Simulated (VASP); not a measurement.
Runs of VASP 6.6.1 on AlCu. The structure is that of space group Pm-3m (No. 221), or close to it. The cells are those of the table. 

| cell | gap on the mesh (eV) | pressure (GPa) |
| --- | --- | --- |
| a = 3.066 Å, 2 atoms | none | (a) |
| a = 2.947 Å, 2 atoms | none | 2.2 |
| a = 2.977 Å, 2 atoms | none | -1.8 |
| a = 3.037 Å, 2 atoms | none | (b) |
| a = 3.007 Å, 2 atoms | none | -5.0 |

Alike in all rows: task single point; level PBEsol; potentials or basis VASP PAW PBE potentials, release 64 (Al, Cu); no spin polarisation; k mesh 8 × 8 × 8; cutoff (eV) 600; smearing gaussian 0.1 eV.

Problem. Estimate the missing entries.

Solution. (a) -10.1; (b) -7.9.

Caveats: the PAW data sets were made with another functional, which shifts forces and pressure a little.

A gap of «none» marks levels without a gap at the run's occupations.
